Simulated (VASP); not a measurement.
Write the native input for VASP 6.6.1 that does the following.

| Quantity | Value |
| --- | --- |
| Task | relaxation of cell and atoms |
| Functional | PBEsol |
| Potentials or basis | VASP PAW PBE potentials, release 64 (Fe, Co) |
| Cutoff | 600 eV |
| k mesh | 14 × 14 × 14 |
| Occupations | gaussian, width 0.1 eV |
| Spin | collinear spin, ferromagnetic start |
| Starting moments | [2.89, 1.96] μB |
| Target pressure | 30 GPa |
| Dipole correction | no |
| Further INCAR settings | ALGO = Normal; EDIFF = 1e-07; IBRION = 2; EDIFFG = -0.008; NSW = 70; ISIF = 3 |

The structure of FeCo lies in POSCAR:

```
FeCo
1.0
    2.6996140866      0.0000000000      0.0000000000
    0.0000000000      2.6996140866      0.0000000000
    0.0000000000      0.0000000000      2.6996140866
Fe Co
1 1
Direct
    0.0000000000      0.0000000000      0.0000000000
    0.5000000000      0.5000000000      0.5000000000
```

One way to write it, as run:

INCAR

```
SYSTEM = FeCo
ALGO     = Normal         ! electronic algorithm
EDIFF    = 1E-7           ! SCF threshold, eV
EDIFFG   = -0.008         ! ionic threshold
ENCUT    = 600            ! plane-wave cutoff, eV
GGA      = PS             ! functional
GGA_COMPAT= .False.      
IBRION   = 2              ! ionic algorithm
ISIF     = 3              ! what is computed and relaxed
ISMEAR   = 0              ! smearing method
ISPIN    = 2              ! spin polarisation
LASPH    = .True.         ! aspherical terms in the spheres
LCHARG   = .False.        ! write CHGCAR
LMAXMIX  = 4              ! l up to which the mixer works
LORBIT   = 11             ! projections on sites
LREAL    = .False.        ! projectors in reciprocal space
LWAVE    = .False.        ! write WAVECAR
MAGMOM   = 2.89 1.96      ! initial moments
NELM     = 200            ! most SCF steps
NELMIN   = 4            
NSW      = 70             ! ionic steps
PREC     = Accurate       ! precision mode
PSTRESS  = 300.0        
SIGMA    = 0.1            ! smearing width, eV
```

KPOINTS

```
k-points
0
Gamma
  14 14 14
  0 0 0
```

Potentials or basis: VASP PAW PBE potentials, release 64 (Fe, Co).

Launch:

```bash
$ cat potpaw_PBE.64/Fe/POTCAR potpaw_PBE.64/Co/POTCAR > POTCAR
$ mpirun -np 1 vasp_std > vasp.out
```

It gave:

```json
{
 "Relaxed volume": "9.84 Å³/atom",
 "Relaxed cell": "a = 2.700 Å, b = 2.700 Å, c = 2.700 Å, α = 90.00°, β = 90.00°, γ = 90.00°",
 "Space group after relaxing (to 0.1 Å)": "Pm-3m (No. 221)",
 "Energy change on relaxing (the run minimises the enthalpy)": "-0.9 meV/atom",
 "Ionic steps": "3",
 "Pressure after relaxing": "30.0 GPa",
 "Net moment": "4.26 μB per cell",
 "Site moments": "Fe +2.52; Co +1.69 μB",
 "Valence electrons inside the program's atomic spheres": "Fe 7.53; Co 8.56"
}
```

Caveat: the cell is relaxed towards a set pressure, so the run minimises the enthalpy, not the energy; the PAW data sets were made with another functional, which shifts forces and pressure a little.

It took 4 min on 1 thread of Oxide Virtual Turin-like Processor, with other jobs on the host, peak memory 0.17 GiB.
